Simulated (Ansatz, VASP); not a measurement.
**Two plane-wave programs on Ti5C**

The input INCAR:

```
ALGO     = Normal         # electronic algorithm
EDIFF    = 1E-6           # SCF threshold, eV
EDIFFG   = -0.04          # ionic threshold
ENCUT    = 600            # plane-wave cutoff, eV
GGA      = PE             # functional
IBRION   = 2              # ionic algorithm
ISIF     = 3              # what is computed and relaxed
ISMEAR   = 0              # smearing method
LASPH    = True           # aspherical terms in the spheres
LCHARG   = False          # write CHGCAR
LREAL    = False          # projectors in reciprocal space
LWAVE    = False          # write WAVECAR
NELM     = 60             # most SCF steps
NSW      = 90             # ionic steps
PREC     = Accurate       # precision mode
SIGMA    = 0.1            # smearing width, eV
```

File KPOINTS:

```
k-points
0
Gamma
  6 6 4
```

Contents of POSCAR:

```
Ti5C
1.0
    5.0693442700      0.0000000000      0.0000000000
   -2.5346721300      4.3901809200      0.0000000000
    0.0000000000      0.0000000000      4.5583503900
Ti C
5 1
Direct
    0.0000000000      0.3345335700      0.0000000000
    0.6654664300      0.6654664300      0.0000000000
    0.3345335700      0.0000000000      0.0000000000
    0.6666666700      0.3333333300      0.5000000000
    0.3333333300      0.6666666700      0.5000000000
    0.0000000000      0.0000000000      0.5000000000
```

Input for Ansatz:

```yaml
crystal:
  lattice:
    - [5.06934427, 0.0, 0.0]
    - [-2.53467213, 4.39018092, 0.0]
    - [0.0, 0.0, 4.55835039]
  atoms:
    - { symbol: Ti, position: [0.0, 0.33453357, 0.0] }
    - { symbol: Ti, position: [0.66546643, 0.66546643, 0.0] }
    - { symbol: Ti, position: [0.33453357, 0.0, 0.0] }
    - { symbol: Ti, position: [0.66666667, 0.33333333, 0.5] }
    - { symbol: Ti, position: [0.33333333, 0.66666667, 0.5] }
    - { symbol: C, position: [0.0, 0.0, 0.5] }
basis:
  ecutwfc: 420
kpoints:
  mp_grid: { grid: [6, 6, 4] }
hamiltonian:
  xc: pbe
scf:
  occupations: { method: gaussian, width: 0.1 }
  lower_state_search: "off"
output:
  forces: true
  stress: true
  eigenvalues: true
relax:
  adjacent_minimum: "off"
  f_tol: 0.04
  max_steps: 70
  cell: { stress_tol: 0.4 }
```

Change from the starting cell: species swapped into the Mg5Sn type (P-62m, No. 189).

Alike in both runs: task relaxation of cell and atoms; functional PBE; k mesh 6 × 6 × 4; occupations gaussian, width 0.1 eV; no spin polarisation.

|  | VASP | Ansatz |
| --- | --- | --- |
| version | VASP 6.6.1 | Ansatz 0.2.0 |
| potentials or method | VASP PAW PBE potentials, release 64 (Ti_sv, C), cutoff 600 eV | scalar-relativistic, plane waves, PAW |
| valence electrons in the cell | 64 | 64 |

|  | VASP | Ansatz | Ansatz less VASP |
| --- | --- | --- | --- |
| gap on the k mesh at the Fermi level, each at its own relaxed structure (eV) | none | none | - |
| relaxed volume (Å³/atom) | 15.01 | 14.99 | -0.017 |
| relaxed length of the cell vector where the two differ most in proportion (Å) | 5.442 | 5.439 | -0.0040 |

A gap of «none» marks a metal or a gap that the smearing closes.
